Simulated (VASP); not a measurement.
Set up this calculation in VASP 6.6.1, as the native input.

- Task: single point
- Functional: PBEsol
- Potentials or basis: VASP PAW PBE potentials, release 64 (W_sv, C)
- Cutoff: 600 eV
- k mesh: 18 × 18 × 16
- Occupations: fermi-dirac, width 0.15 eV
- Spin: no spin polarisation
- Dipole correction: no
- Further INCAR settings: ALGO = Normal; EDIFF = 1e-06; NBANDS = 16

The structure of WC lies in POSCAR:

```
WC
1.0
    2.8994430816      0.0000000000      0.0000000000
   -1.4497215408      2.5109913655      0.0000000000
    0.0000000000      0.0000000000      2.8264527195
W C
1 1
Direct
    0.0000000000      0.0000000000      0.0000000000
    0.6666666667      0.3333333333      0.5000000000
```

These files were run (other wordings do the same):

INCAR

```
ALGO     = Normal         # electronic algorithm
EDIFF    = 1E-6           # SCF threshold, eV
ENCUT    = 600            # plane-wave cutoff, eV
GGA      = PS             # functional
GGA_COMPAT= F            
ISIF     = 2              # what is computed and relaxed
ISMEAR   = -1             # smearing method
LASPH    = T              # aspherical terms in the spheres
LCHARG   = F              # write CHGCAR
LREAL    = F              # projectors in reciprocal space
LWAVE    = F              # write WAVECAR
NBANDS   = 16             # bands
NELM     = 120            # most SCF steps
PREC     = Accurate       # precision mode
SIGMA    = 0.15           # smearing width, eV
```

KPOINTS

```
k-points
0
Gamma
  18 18 16
```

Potentials or basis: VASP PAW PBE potentials, release 64 (W_sv, C).

Command:

```sh
$ cat potpaw_PBE.64/W_sv/POTCAR potpaw_PBE.64/C/POTCAR > POTCAR
$ mpirun -np 1 vasp_std > vasp.out
```

It gave:

```yaml
Pressure: 1.2 GPa
Band_gap_on_the_k_mesh: zero (bands 9 and 10 overlap by 1.23 eV)
```

Caveat: the PAW data sets were made with another functional, which shifts forces and pressure a little; spin-orbit coupling is left out, which moves the levels of the heavy elements.

Wall time 3.1 min on 1 thread of Oxide Virtual Turin-like Processor, on a shared host, peak memory 0.21 GiB.
